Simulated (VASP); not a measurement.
# TePb (zincblende type) (F-43m) in VASP: a series of runs

The runs below take TePb (zincblende type) through relaxation of cell and atoms, with PBE.

All numbers are computed with VASP 6.6.1; they aren't measurements. Logs are shortened: lines on timing, memory, paths and dates and some standing lists are left out, and cuts for length are marked.

### Step 1. The cell of the first run

It takes space group F-43m (No. 216, cubic). The conventional cell has a = 5.732 Å, b = 5.732 Å, c = 5.732 Å, α = 90.00°, β = 90.00°, γ = 90.00°. Within 3.3 Å of Pb (site symmetry -43m) lie 4 Te at 2.48 Å. Within 3.3 Å of Te (site symmetry -43m) lie 4 Pb at 2.48 Å.

### Step 2. Relaxation of cell and atoms, PBE, target pressure 54 GPa, at which the enthalpy is minimised

File INCAR:

```
PREC     = Accurate       # precision mode
ENCUT    = 600            # plane-wave cutoff, eV
EDIFF    = 1E-7           # SCF threshold, eV
ISMEAR   = -1             # smearing method
SIGMA    = 0.08           # smearing width, eV
LREAL    = False          # projectors in reciprocal space
LASPH    = True           # aspherical terms in the spheres
NELM     = 60             # most SCF steps
ALGO     = Normal         # electronic algorithm
ISIF     = 3              # what is computed and relaxed
LWAVE    = False          # write WAVECAR
LCHARG   = False          # write CHGCAR
GGA      = PE             # functional
IBRION   = 2              # ionic algorithm
NSW      = 60             # ionic steps
EDIFFG   = -0.005         # ionic threshold
PSTRESS  = 540.0
```

File KPOINTS:

```
Automatic mesh
0
Gamma
  13 13 13
```

File POSCAR:

```
TePb
1.0
    0.0000000000      2.8661168654      2.8661168654
    2.8661168654      0.0000000000      2.8661168654
    2.8661168654      2.8661168654      0.0000000000
Pb Te
1 1
Direct
    0.0000000000      0.0000000000      0.0000000000
    0.2500000000      0.2500000000      0.2500000000
```

Potentials or basis: VASP PAW PBE potentials, release 64 (Pb_d, Te).

Command:

```console
$ cat potpaw_PBE.64/Pb_d/POTCAR potpaw_PBE.64/Te/POTCAR > POTCAR
$ mpirun -np 1 vasp_std > vasp.out
```

OUTCAR:

```text
PREC = Accurate
   ENCUT = 600
   EDIFF = 1E-7
   ISMEAR = -1
   LREAL = False
   LASPH = True
   NELM = 60
   ISIF = 3
   GGA = PE
   IBRION = 2
   NSW = 60
   EDIFFG = -0.005
   PSTRESS = 540.0

 ion  position               nearest neighbor table
   1  0.000  0.000  0.000-   2 2.48   2 2.48   2 2.48   2 2.48
   2  0.250  0.250  0.250-   1 2.48   1 2.48   1 2.48   1 2.48

  LATTYP: Found a face centered cubic cell.
 ALAT       =     5.7322337308

  Lattice vectors:

 A1 = (   0.0000000000,   2.8661168654,   2.8661168654)
 A2 = (   2.8661168654,   0.0000000000,   2.8661168654)
 A3 = (   2.8661168654,   2.8661168654,   0.0000000000)

Analysis of symmetry for initial positions (statically):
=====================================================================
 Subroutine PRICEL returns:
 Original cell was already a primitive cell.

 Routine SETGRP: Setting up the symmetry group for a
 face centered cubic supercell.

 Subroutine GETGRP returns: Found 24 space group operations
 (whereof 24 operations were pure point group operations)
 out of a pool of 48 trial point group operations.

The static configuration has the point symmetry T_d .

Analysis of symmetry for dynamics (positions and initial velocities):
=====================================================================
 Subroutine PRICEL returns:
 Original cell was already a primitive cell.

 Routine SETGRP: Setting up the symmetry group for a
 face centered cubic supercell.

 Subroutine GETGRP returns: Found 24 space group operations
 (whereof 24 operations were pure point group operations)
 out of a pool of 48 trial point group operations.

The dynamic configuration has the point symmetry T_d .

 Subroutine INISYM returns: Found 24 space group operations
 (whereof 24 operations are pure point group operations),
 and found     1 'primitive' translations

----------------------------------------------------------------------------------------

                                     Primitive cell

  volume of cell :      47.0882

  direct lattice vectors                    reciprocal lattice vectors
     0.000000000  2.866116865  2.866116865    -0.174452063  0.174452063  0.174452063
     2.866116865  0.000000000  2.866116865     0.174452063 -0.174452063  0.174452063
     2.866116865  2.866116865  0.000000000     0.174452063  0.174452063 -0.174452063

  length of vectors
     4.053301342  4.053301342  4.053301342     0.302159837  0.302159837  0.302159837

  position of ions in fractional coordinates (direct lattice)
     0.000000000  0.000000000  0.000000000
     0.250000000  0.250000000  0.250000000

  ion indices of the primitive-cell ions
   primitive index   ion index
                 1           1
                 2           2

----------------------------------------------------------------------------------------

 KPOINTS: Automatic mesh

Automatic generation of k-mesh.
 Grid dimensions read from file:
 generate k-points for:   13   13   13

 Generating k-lattice:

  Cartesian coordinates                     Fractional coordinates (reciprocal lattice)
    -0.013419389  0.013419389  0.013419389     0.076923077  0.000000000  0.000000000
     0.013419389 -0.013419389  0.013419389     0.000000000  0.076923077  0.000000000
     0.013419389  0.013419389 -0.013419389     0.000000000  0.000000000  0.076923077

  Length of vectors
     0.023243064  0.023243064  0.023243064

  Shift w.r.t. Gamma in fractional coordinates (k-lattice)
     0.000000000  0.000000000  0.000000000

 Subroutine IBZKPT returns following result:
 ===========================================

 Found     84 irreducible k-points:

 Following reciprocal coordinates:
            Coordinates               Weight
  0.000000  0.000000  0.000000      1.000000
  0.076923  0.000000  0.000000      8.000000
  0.153846  0.000000  0.000000      8.000000
  0.230769  0.000000  0.000000      8.000000
  0.307692  0.000000  0.000000      8.000000
  0.384615  0.000000  0.000000      8.000000
[... 16 lines left out ...]
  0.384615  0.153846  0.000000     24.000000
  0.461538  0.153846  0.000000     24.000000
 [... further k-points ...]
   k-points           NKPTS =     84   k-points in BZ     NKDIM =     84   number of bands    NBANDS=     14
   number of dos      NEDOS =    301   number of ions     NIONS =      2
   total plane-waves  NPLWV =  32768
   dimension x,y,z NGX =    32 NGY =   32 NGZ =   32
   dimension x,y,z NGXF=    64 NGYF=   64 NGZF=   64
   ions per type =               1   1
   NGX,Y,Z   is equivalent  to a cutoff of  13.12, 13.12, 13.12 a.u.
   NGXF,Y,Z  is equivalent  to a cutoff of  26.25, 26.25, 26.25 a.u.
 SYSTEM =  unknown system
   PREC   = accura    normal or accurate (medium, high low for compatibility)
   ISTART =      0    job   : 0-new  1-cont  2-samecut
   ICHARG =      2    charge: 1-file 2-atom 10-const
   ISPIN  =      1    spin polarized calculation?
   LNONCOLLINEAR =      F non collinear calculations
   LSORBIT =      F    spin-orbit coupling
   LASPH  =      T    aspherical Exc in radial PAW
   ENCUT  =  600.0 eV  44.10 Ry    6.64 a.u.   8.10  8.10  8.10*2*pi/ulx,y,z
   NELM   =     60;   NELMIN=  2; NELMDL= -5     # of ELM steps
   EDIFF  = 0.1E-06   stopping-criterion for ELM
   LREAL  =      F    real-space projection
   EDIFFG = -.5E-02   stopping-criterion for IOM
   NSW    =     60    number of steps for IOM
   IBRION =      2    ionic relax: 0-MD 1-quasi-New 2-CG
   NFREE  =      1    steps in history (QN), initial steepest desc. (CG)
   ISIF   =      3    stress and relaxation
   ISYM   =      2    0-nonsym 1-usesym 2-fastsym
   POTIM  = 0.5000    time-step for ionic-motion
   TEBEG  =    0.0;   TEEND  =   0.0 temperature during run
   PSTRESS=  540.0 pullay stress
   NELECT =      20.0000    total number of electrons
   NUPDOWN=      -1.0000    fix difference up-down
   EMIN   =  10.00;   EMAX   =-10.00  energy-range for DOS
   EFERMI =   0.00;   METHOD = LEGACY
   ISMEAR =    -1;   SIGMA  =   0.08  broadening in eV -4-tet -1-fermi 0-gaus
   EFERMI_NEDOS =   21; number of points for ismear=-14 and -15
   IALGO  =     38    algorithm
   IMIX   =      4    mixing-type and parameters
     AMIX     =   0.40;   BMIX     =  1.00
     AMIX_MAG =   1.60;   BMIX_MAG =  1.00
  volume/ion in A,a.u.               =      23.54       158.88
  Fermi-wavevector in a.u.,A,eV,Ry     =   1.230593  2.325483 20.604091  1.514358
  Thomas-Fermi vector in A             =   2.365435
   LORBIT       =      0    0 simple, 1 ext, 2 COOP (PROOUT), +10 PAW based schemes
   GGA     = PE    functional components
   LHFCALC =     F    Hartree Fock is set to
   AEXX    =    0.0000 exact exchange contribution
   IVDW    =     0    specifies the selected vdW correction
   LEPSILON=     F    determine dielectric tensor
   LRPA    =     F    only Hartree local field effects (RPA)
 conjugate gradient relaxation of ions
 non-spin polarized calculation
  energy-cutoff  :      600.00
  volume of cell :       47.09
 maximum number of plane-waves:      1591
   NGX = 17   NGY = 17   NGZ = 17

--------------------------------------- Ionic step        1  -------------------------------------------

 number of electron      20.0000002 magnetization

 Free energy of the ion-electron system (eV)
  ---------------------------------------------------
  ext. energy  EPLUGINS =         0.00000000
  ---------------------------------------------------
  free energy    TOTEN  =        -0.24893748 eV

  energy without entropy =       -0.22765866  energy(sigma->0) =       -0.23829807

 E-fermi :  11.7087     XC(G=0): -10.8455

 val. band max:       11.6978692055   @ k =   0.3846   0.3077   0.0769
 cond. band min:      11.7264618203   @ k =  -0.4615   0.3846   0.0769
 fundamental gap:      0.0285926148
 Fermi energy:        11.7086781377

 k-point     1 :       0.0000    0.0000    0.0000
  band No.  band energies     occupation
      1      -7.4486      2.00000
      2      -7.4486      2.00000
      3      -7.4486      2.00000
      4      -7.0946      2.00000
      5      -7.0946      2.00000
      6      -5.8673      2.00000
      7       8.5899      2.00000
      8       8.8331      2.00000
      9       8.8331      2.00000
     10       8.8331      2.00000
     11      12.0976      0.01536
     12      12.0976      0.01536
[... 915 lines left out ...]
  FREE ENERGIE OF THE ION-ELECTRON SYSTEM (eV)
  ---------------------------------------------------
  free  energy   TOTEN  =        -3.0136665764 eV

  energy  without entropy=       -2.9947918590  energy(sigma->0) =       -3.00422922

  enthalpy is  TOTEN    =        15.1998284037 eV   P V=       18.2134949801

[... ionic steps 4 to 17 ...]

--------------------------------------- Ionic step       18  -------------------------------------------

 number of electron      19.9999999 magnetization

------------------------ aborting loop because EDIFF is reached ----------------------------------------

  FORCE on cell =-STRESS in cart. coord.  units (eV):
  Direction    XX          YY          ZZ          XY          YZ          ZX
  --------------------------------------------------------------------------------------
  -------------------------------------------------------------------------------------
  Total       17.7905131     17.7905131     17.7905131      0.0000000     -0.0000000     -0.0000000
  in kB      540.5421720    540.5421720    540.5421720      0.0000000     -0.0000000     -0.0000000
  external PRESSURE =       0.5421720 kB  Pullay stress =     540.0000000 kB
[... 61 lines left out ...]
  enthalpy is  TOTEN    =        15.1805822178 eV   P V=       17.7735640172

--------------------------------------- Ionic step       20  -------------------------------------------

 number of electron      19.9999999 magnetization

 Free energy of the ion-electron system (eV)
  ---------------------------------------------------
  ext. energy  EPLUGINS =         0.00000000
  ---------------------------------------------------
  free energy    TOTEN  =        -2.59477250 eV

  energy without entropy =       -2.57481816  energy(sigma->0) =       -2.58479533

 E-fermi :   9.8977     XC(G=0): -10.2570

 val. band max:        9.8446191439   @ k =  -0.3846   0.3077   0.1538
 cond. band min:       9.9322916256   @ k =  -0.4615   0.3846   0.0000
 fundamental gap:      0.0876724817
 Fermi energy:         9.8977155709

 k-point     1 :       0.0000    0.0000    0.0000
  band No.  band energies     occupation
      1      -8.6050      2.00000
      2      -8.6050      2.00000
      3      -8.6050      2.00000
      4      -8.3490      2.00000
      5      -8.3490      2.00000
      6      -6.4173      2.00000
      7       6.0760      2.00000
      8       7.1230      2.00000
      9       7.1230      2.00000
     10       7.1230      2.00000
     11      10.5003      0.00107
     12      10.5003      0.00107
[... 422 lines left out ...]
  FREE ENERGIE OF THE ION-ELECTRON SYSTEM (eV)
  ---------------------------------------------------
  free  energy   TOTEN  =        -2.5947725010 eV

  energy  without entropy=       -2.5748181646  energy(sigma->0) =       -2.58479533

  enthalpy is  TOTEN    =        15.1805817267 eV   P V=       17.7753542277

 reached required accuracy - stopping structural energy minimisation
```

Wall time 3.8 min (1 thread of AMD EPYC 9R45 (Zen 5), shared host); peak memory 0.21 GiB.

Results:

| Property | Result |
| --- | --- |
| Free energy | -2.5948 eV |
| Relaxed volume | 26.37 Å³/atom |
| Relaxed cell | a = 4.209 Å, b = 4.209 Å, c = 4.209 Å, α = 60.00°, β = 60.00°, γ = 60.00° |
| Space group after relaxing (to 0.1 Å) | F-43m (No. 216) |
| Energy change on relaxing (the run minimises the enthalpy) | -1172.9 meV/atom |
| Ionic steps | 20 |
| Pressure after relaxing | 54.0 GPa |
| Band gap on the k mesh | zero (bands 10 and 11 overlap by 1.67 eV) |

Step by step:
```tsv
step	energy change (eV)	largest force (eV/Å)	pressure (GPa)	volume (Å³)
1	0.0000	0.0000	81.12	47.09
2	-6.4975	0.0000	8.02	79.81
3	-2.7647	0.0000	49.33	54.04
4	-2.3822	0.0000	53.61	52.85
5	-2.3421	0.0000	54.06	52.73
6	-2.3421	0.0000	54.06	52.73
7	-2.3423	0.0000	54.06	52.73
8	-2.3423	0.0000	54.05	52.73
9	-2.3423	0.0000	54.05	52.73
10	-2.3423	0.0000	54.05	52.73
11	-2.3423	0.0000	54.05	52.73
12	-2.3423	0.0000	54.05	52.73
13	-2.3423	0.0000	54.05	52.73
14	-2.3423	0.0000	54.05	52.73
15	-2.3424	0.0000	54.05	52.73
16	-2.3425	0.0000	54.05	52.73
17	-2.3427	0.0000	54.05	52.73
18	-2.3431	0.0000	54.05	52.73
19	-2.3440	0.0000	54.03	52.73
20	-2.3458	0.0000	54.01	52.74
```

Final structure:
```
Pb Te
1.0
     0.00000    2.97647    2.97647
     2.97647    0.00000    2.97647
     2.97647    2.97647    0.00000
Pb Te
1 1
Direct
  0.00000 0.00000 0.00000
  0.25000 0.25000 0.25000
```

Levels at points of the mesh, in eV from the Fermi level:
```tsv
k point	band 8	band 9	band 10	band 11	band 12	band 13
(0.00, 0.00, 0.00)	-2.77	-2.77	-2.77	0.60	0.60	0.60
```

Caveat: the cell is relaxed towards a set pressure, so the run minimises the enthalpy, not the energy; spin-orbit coupling is left out, which moves the levels of the heavy elements.

### Step 3. Relaxation of cell and atoms, PBE, target pressure 54 GPa, at which the enthalpy is minimised

This run uses another cell than the first one, of 26.39 Å³/atom.

File INCAR:

```
ALGO = Normal
EDIFF = 1E-6
EDIFFG = -0.005
ENCUT = 600
GGA = PE
IBRION = 2
ISIF = 3
ISMEAR = -1
LASPH = True
LCHARG = False
LREAL = False
LWAVE = False
NELM = 60
NSW = 32
PREC = Accurate
PSTRESS = 540.0
SIGMA = 0.08
```

File KPOINTS:

```
k-points
0
Gamma
  13 13 13
```

File POSCAR:

```
TePb
1.0
    0.0000000000      2.9771825031      2.9771825031
    2.9771825031      0.0000000000      2.9771825031
    2.9771825031      2.9771825031      0.0000000000
Pb Te
1 1
Direct
    0.0000000000      0.0000000000      0.0000000000
    0.2500000000      0.2500000000      0.2500000000
```

Potentials or basis: VASP PAW PBE potentials, release 64 (Pb_d, Te).

Command:

```console
$ cat potpaw_PBE.64/Pb_d/POTCAR potpaw_PBE.64/Te/POTCAR > POTCAR
$ mpirun -np 1 vasp_std > vasp.out
```

Wall time 1.7 min (1 thread of AMD EPYC 9R45 (Zen 5), shared host); peak memory 0.23 GiB.

Results (log left out):

| Quantity | Value |
| --- | --- |
| Free energy | -2.5985 eV |
| Relaxed volume | 26.37 Å³/atom |
| Relaxed cell | a = 4.210 Å, b = 4.210 Å, c = 4.210 Å, α = 60.00°, β = 60.00°, γ = 60.00° |
| Space group after relaxing (to 0.1 Å) | F-43m (No. 216) |
| Energy change on relaxing (the run minimises the enthalpy) | +5.1 meV/atom |
| Ionic steps | 3 |
| Pressure after relaxing | 54.0 GPa |
| Band gap on the k mesh | zero (bands 10 and 11 overlap by 1.67 eV) |

The path:
| step | energy change (eV) | largest force (eV/Å) | pressure (GPa) | volume (Å³) |
| --- | --- | --- | --- | --- |
| 1 | 0.0000 | 0.0000 | 53.91 | 52.78 |
| 2 | 0.0393 | 0.0000 | 54.34 | 52.66 |
| 3 | 0.0101 | 0.0000 | 54.01 | 52.75 |

Final structure:
```cif
data_structure
_symmetry_space_group_name_H-M 'P 1'
_symmetry_Int_Tables_number 1
_cell_length_a 4.2096
_cell_length_b 4.2096
_cell_length_c 4.2096
_cell_angle_alpha 60.000
_cell_angle_beta 60.000
_cell_angle_gamma 60.000
_cell_volume 52.75
loop_
_atom_site_label
_atom_site_type_symbol
_atom_site_fract_x
_atom_site_fract_y
_atom_site_fract_z
_atom_site_occupancy
Pb1 Pb 0.00000 0.00000 0.00000 1
Te1 Te 0.25000 0.25000 0.25000 1
```

Levels at points of the mesh, in eV from the Fermi level:
```csv
k point,band 7,band 8,band 9,band 10,band 11,band 12,band 13,band 14
"(0.00, 0.00, 0.00)",-3.82,-2.77,-2.77,-2.77,0.60,0.60,0.60,3.38
```

Caveat: the cell is relaxed towards a set pressure, so the run minimises the enthalpy, not the energy; spin-orbit coupling is left out, which moves the levels of the heavy elements.
